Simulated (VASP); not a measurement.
# FeNi (P4/mmm) in VASP: single point with r2SCAN

Aim: the single point of FeNi with r2SCAN.

All numbers are computed with VASP 6.6.1; they aren't measurements. Logs are shortened: lines on timing, memory, paths and dates and some standing lists are left out, and cuts for length are marked.

## 1. The cell of the first run

Symmetry: P4/mmm, No. 123, tetragonal system. The conventional cell has a = 2.533 Å, b = 2.533 Å, c = 3.582 Å, α = 90.00°, β = 90.00°, γ = 90.00°. Within 3.3 Å of Fe (site symmetry 4/mmm) lie 8 Ni at 2.53 Å and 4 Fe at 2.53 Å. Ni (site symmetry 4/mmm) has 8 Fe at 2.53 Å and 4 Ni at 2.53 Å within 3.3 Å.

## 2. Single point, r2SCAN

POSCAR

```
FeNi
1.0
    2.5330000000      0.0000000000      0.0000000000
    0.0000000000      2.5330000000      0.0000000000
    0.0000000000      0.0000000000      3.5820000000
Fe Ni
1 1
Direct
    0.0000000000      0.0000000000      0.0000000000
    0.5000000000      0.5000000000      0.5000000000
```

INCAR.step1

```
ALGO = Normal
EDIFF = 1E-4
ENCUT = 520
GGA = PE
ISMEAR = 0
LASPH = T
LCHARG = F
LREAL = F
LWAVE = T
NBANDS = 16
NELM = 80
PREC = Accurate
SIGMA = 0.1
```

INCAR.step2

```
ALGO = Normal
EDIFF = 1E-7
ENCUT = 520
ISIF = 2
ISMEAR = 0
ISTART = 1
LASPH = T
LCHARG = F
LMIXTAU = T
LREAL = F
LWAVE = F
METAGGA = R2SCAN
NBANDS = 16
NELM = 80
PREC = Accurate
SIGMA = 0.1
```

KPOINTS

```
k-points
0
Gamma
  16 16 12
```

Potentials or basis: VASP PAW PBE potentials, release 64 (Fe, Ni).

Launch:

```bash
> cat potpaw_PBE.64/Fe/POTCAR potpaw_PBE.64/Ni/POTCAR > POTCAR
> cp INCAR.step1 INCAR
> mpirun -np 1 vasp_std > vasp.out
> cp INCAR.step2 INCAR
> mpirun -np 1 vasp_std > vasp.out
```

OUTCAR:

```text
EDIFF = 1E-7
   ENCUT = 520
   ISIF = 2
   ISMEAR = 0
   ISTART = 1
   LASPH = T
   LREAL = F
   METAGGA = R2SCAN
   NELM = 80
   PREC = Accurate

 ion  position               nearest neighbor table
   1  0.000  0.000  0.000-   2 2.53   2 2.53   2 2.53   2 2.53   2 2.53   2 2.53   2 2.53   2 2.53

   2  0.500  0.500  0.500-   1 2.53   1 2.53   1 2.53   1 2.53   1 2.53   1 2.53   1 2.53   1 2.53

  LATTYP: Found a simple tetragonal cell.
 ALAT       =     2.5330000000
 C/A-ratio  =     1.4141334386

  Lattice vectors:

 A1 = (   2.5330000000,   0.0000000000,   0.0000000000)
 A2 = (   0.0000000000,   2.5330000000,   0.0000000000)
 A3 = (   0.0000000000,   0.0000000000,   3.5820000000)

Analysis of symmetry for initial positions (statically):
=====================================================================
 Subroutine PRICEL returns:
 Original cell was already a primitive cell.

 Routine SETGRP: Setting up the symmetry group for a
 simple tetragonal supercell.

 Subroutine GETGRP returns: Found 16 space group operations
 (whereof 16 operations were pure point group operations)
 out of a pool of 16 trial point group operations.

The static configuration has the point symmetry D_4h.

Analysis of symmetry for dynamics (positions and initial velocities):
=====================================================================
 Subroutine PRICEL returns:
 Original cell was already a primitive cell.

 Routine SETGRP: Setting up the symmetry group for a
 simple tetragonal supercell.

 Subroutine GETGRP returns: Found 16 space group operations
 (whereof 16 operations were pure point group operations)
 out of a pool of 16 trial point group operations.

The dynamic configuration has the point symmetry D_4h.

 Subroutine INISYM returns: Found 16 space group operations
 (whereof 16 operations are pure point group operations),
 and found     1 'primitive' translations

----------------------------------------------------------------------------------------

                                     Primitive cell

  volume of cell :      22.9824

  direct lattice vectors                    reciprocal lattice vectors
     2.533000000  0.000000000  0.000000000     0.394788788  0.000000000  0.000000000
     0.000000000  2.533000000  0.000000000     0.000000000  0.394788788  0.000000000
     0.000000000  0.000000000  3.582000000     0.000000000  0.000000000  0.279173646

  length of vectors
     2.533000000  2.533000000  3.582000000     0.394788788  0.394788788  0.279173646

  position of ions in fractional coordinates (direct lattice)
     0.000000000  0.000000000  0.000000000
     0.500000000  0.500000000  0.500000000

  ion indices of the primitive-cell ions
   primitive index   ion index
                 1           1
                 2           2

----------------------------------------------------------------------------------------

 KPOINTS: k-points

Automatic generation of k-mesh.
 Grid dimensions read from file:
 generate k-points for:   16   16   12

 Generating k-lattice:

  Cartesian coordinates                     Fractional coordinates (reciprocal lattice)
     0.024674299  0.000000000  0.000000000     0.062500000  0.000000000  0.000000000
     0.000000000  0.024674299  0.000000000     0.000000000  0.062500000  0.000000000
     0.000000000  0.000000000  0.023264471     0.000000000  0.000000000  0.083333333

  Length of vectors
     0.024674299  0.024674299  0.023264471

  Shift w.r.t. Gamma in fractional coordinates (k-lattice)
     0.000000000  0.000000000  0.000000000

 Subroutine IBZKPT returns following result:
 ===========================================

 Found    315 irreducible k-points:

 Following reciprocal coordinates:
            Coordinates               Weight
  0.000000  0.000000  0.000000      1.000000
  0.062500  0.000000  0.000000      4.000000
  0.125000  0.000000  0.000000      4.000000
  0.187500  0.000000  0.000000      4.000000
  0.250000  0.000000  0.000000      4.000000
  0.312500  0.000000  0.000000      4.000000
[... 16 lines left out ...]
  0.437500  0.125000  0.000000      8.000000
  0.500000  0.125000  0.000000      4.000000
 [... further k-points ...]
   k-points           NKPTS =    315   k-points in BZ     NKDIM =    315   number of bands    NBANDS=     16
   number of dos      NEDOS =    301   number of ions     NIONS =      2
   total plane-waves  NPLWV =  11200
   dimension x,y,z NGX =    20 NGY =   20 NGZ =   28
   dimension x,y,z NGXF=    40 NGYF=   40 NGZF=   56
   ions per type =               1   1
   NGX,Y,Z   is equivalent  to a cutoff of  13.13, 13.13, 13.00 a.u.
   NGXF,Y,Z  is equivalent  to a cutoff of  26.25, 26.25, 25.99 a.u.
 SYSTEM =  unknown system
   PREC   = accura    normal or accurate (medium, high low for compatibility)
   ISTART =      1    job   : 0-new  1-cont  2-samecut
   ICHARG =      0    charge: 1-file 2-atom 10-const
   ISPIN  =      1    spin polarized calculation?
   LNONCOLLINEAR =      F non collinear calculations
   LSORBIT =      F    spin-orbit coupling
   LASPH  =      T    aspherical Exc in radial PAW
   ENCUT  =  520.0 eV  38.22 Ry    6.18 a.u.   4.71  4.71  6.66*2*pi/ulx,y,z
   NELM   =     80;   NELMIN=  2; NELMDL=  0     # of ELM steps
   EDIFF  = 0.1E-06   stopping-criterion for ELM
   LREAL  =      F    real-space projection
   EDIFFG = 0.1E-05   stopping-criterion for IOM
   NSW    =      0    number of steps for IOM
   IBRION =     -1    ionic relax: 0-MD 1-quasi-New 2-CG
   NFREE  =      0    steps in history (QN), initial steepest desc. (CG)
   ISIF   =      2    stress and relaxation
   ISYM   =      2    0-nonsym 1-usesym 2-fastsym
   POTIM  = 0.5000    time-step for ionic-motion
   TEBEG  =    0.0;   TEEND  =   0.0 temperature during run
   PSTRESS=    0.0 pullay stress
   NELECT =      18.0000    total number of electrons
   NUPDOWN=      -1.0000    fix difference up-down
   EMIN   =  10.00;   EMAX   =-10.00  energy-range for DOS
   EFERMI =   0.00;   METHOD = LEGACY
   ISMEAR =     0;   SIGMA  =   0.10  broadening in eV -4-tet -1-fermi 0-gaus
   EFERMI_NEDOS =   21; number of points for ismear=-14 and -15
   IALGO  =     38    algorithm
   IMIX   =      4    mixing-type and parameters
     AMIX     =   0.40;   BMIX     =  1.00
     AMIX_MAG =   1.60;   BMIX_MAG =  1.00
  volume/ion in A,a.u.               =      11.49        77.55
  Fermi-wavevector in a.u.,A,eV,Ry     =   1.509039  2.851669 30.983152  2.277197
  Thomas-Fermi vector in A             =   2.619414
   LORBIT       =      0    0 simple, 1 ext, 2 COOP (PROOUT), +10 PAW based schemes
   METAGGA = R2SCAN    functional components
   LHFCALC =     F    Hartree Fock is set to
   AEXX    =    0.0000 exact exchange contribution
   IVDW    =     0    specifies the selected vdW correction
   LEPSILON=     F    determine dielectric tensor
   LRPA    =     F    only Hartree local field effects (RPA)
 non-spin polarized calculation
 Gauss-broadening in eV      SIGMA  =   0.10
  energy-cutoff  :      520.00
  volume of cell :       22.98
 maximum number of plane-waves:       637
 NGX is ok and might be reduce to    20
   NGX =  9   NGY =  9   NGZ = 13

 number of electron      17.9999996 magnetization

 Free energy of the ion-electron system (eV)
  ---------------------------------------------------
  ext. energy  EPLUGINS =         0.00000000
  ---------------------------------------------------
  free energy    TOTEN  =       -25.00868612 eV

  energy without entropy =      -24.98482514  energy(sigma->0) =      -24.99675563

 E-fermi :   6.9407     XC(G=0): -14.1214

 val. band max:        6.9407032351   @ k =   0.4375   0.4375   0.3333
 cond. band min:       6.9455787984   @ k =   0.1875   0.1250   0.1667
 fundamental gap:      0.0048755633
 Fermi energy:         6.9407059435

 k-point     1 :       0.0000    0.0000    0.0000
  band No.  band energies     occupation
      1      -1.9019      2.00000
      2       2.5142      2.00000
      3       3.1824      2.00000
      4       5.1461      2.00000
      5       5.1461      2.00000
      6       5.2128      2.00000
[... 8 lines left out ...]
     15      22.3350      0.00000
     16      27.0255      0.00000

 k-point     2 :       0.0625    0.0000    0.0000
  band No.  band energies     occupation
      1      -1.7980      2.00000
      2       2.5704      2.00000
      3       3.2185      2.00000
      4       5.1103      2.00000
      5       5.1669      2.00000
      6       5.2440      2.00000
[... 8 lines left out ...]
     15      22.4954      0.00000
     16      27.6117      0.00000

 k-point     3 :       0.1250    0.0000    0.0000
  band No.  band energies     occupation
      1      -1.4901      2.00000
      2       2.7312      2.00000
      3       3.3220      2.00000
      4       5.0090      2.00000
      5       5.2276      2.00000
      6       5.3242      2.00000
[... 8 lines left out ...]
     15      22.9659      0.00000
     16      28.2910      0.00000

 k-point     4 :       0.1875    0.0000    0.0000
  band No.  band energies     occupation
      1      -0.9899      2.00000
      2       2.9755      2.00000
      3       3.4759      2.00000
      4       4.8587      2.00000
      5       5.3239      2.00000
      6       5.4092      2.00000
[... 8 lines left out ...]
     15      23.7194      0.00000
     16      27.9317      0.00000
[... 324 lines left out ...]
 k-point    22 :       0.3750    0.1250    0.0000
  band No.  band energies     occupation
      1       1.6454      2.00000
      2       3.7523      2.00000
      3       4.0858      2.00000
      4       4.1933      2.00000
      5       4.5166      2.00000
      6       5.1125      2.00000
[... 8 lines left out ...]
     15      22.7983      0.00000
     16      23.3782      0.00000

 k-point    23 :       0.4375    0.1250    0.0000
  band No.  band energies     occupation
      1       2.4434      2.00000
      2       3.5806      2.00000
      3       4.0963      2.00000
      4       4.2724      2.00000
      5       4.3762      2.00000
      6       4.9191      2.00000
[... 8 lines left out ...]
     15      21.0582      0.00000
     16      22.1430      0.00000

 k-point    24 :       0.5000    0.1250    0.0000
  band No.  band energies     occupation
      1       3.0250      2.00000
      2       3.2146      2.00000
      3       4.0623      2.00000
      4       4.3286      2.00000
      5       4.3977      2.00000
      6       4.8031      2.00000
[... 8 lines left out ...]
     15      20.2110      0.00000
     16      21.2287      0.00000

 [... further k-points ...]
[... 5 lines left out ...]
  --------------------------------------------------------------------------------------
  -------------------------------------------------------------------------------------
  Total       -3.7054303     -3.7054303     -3.0123236      0.0000000      0.0000000      0.0000000
  in kB     -258.3171700   -258.3171700   -209.9985253      0.0000000      0.0000000      0.0000000
  external PRESSURE =    -242.2109551 kB  Pullay stress =       0.0000000 kB

 VOLUME and BASIS-vectors are now :
 -----------------------------------------------------------------------------
  energy-cutoff  :      520.00
  volume of cell :       22.98
      direct lattice vectors                 reciprocal lattice vectors
     2.533000000  0.000000000  0.000000000     0.394788788  0.000000000  0.000000000
     0.000000000  2.533000000  0.000000000     0.000000000  0.394788788  0.000000000
     0.000000000  0.000000000  3.582000000     0.000000000  0.000000000  0.279173646

 POSITION                                       TOTAL-FORCE (eV/Angst)
 -----------------------------------------------------------------------------------
      0.00000      0.00000      0.00000         0.000000      0.000000      0.000000
      1.26650      1.26650      1.79100         0.000000      0.000000      0.000000
 -----------------------------------------------------------------------------------
    total drift:                               -0.000000      0.000000      0.000000

  FREE ENERGIE OF THE ION-ELECTRON SYSTEM (eV)
  ---------------------------------------------------
  free  energy   TOTEN  =       -25.0086861225 eV

  energy  without entropy=      -24.9848251384  energy(sigma->0) =      -24.99675563
```

Wall time 4.9 min (1 thread of Intel Xeon 6975P-C (Granite Rapids), shared host); peak memory 0.24 GiB.

Results:

```yaml
Free_energy: -25.0087 eV
Pressure: -24.2 GPa
Band_gap_on_the_k_mesh: zero (band 9 reaches 7.48 eV, above the bottom of band 10 at 6.50 eV)
```

Caveat: the PAW data sets were made with another functional, which shifts forces and pressure a little; the run has no spin polarisation, though such a crystal can be magnetic. Spin polarisation is off, so any magnetic state and its effect on volume and gap are missing.
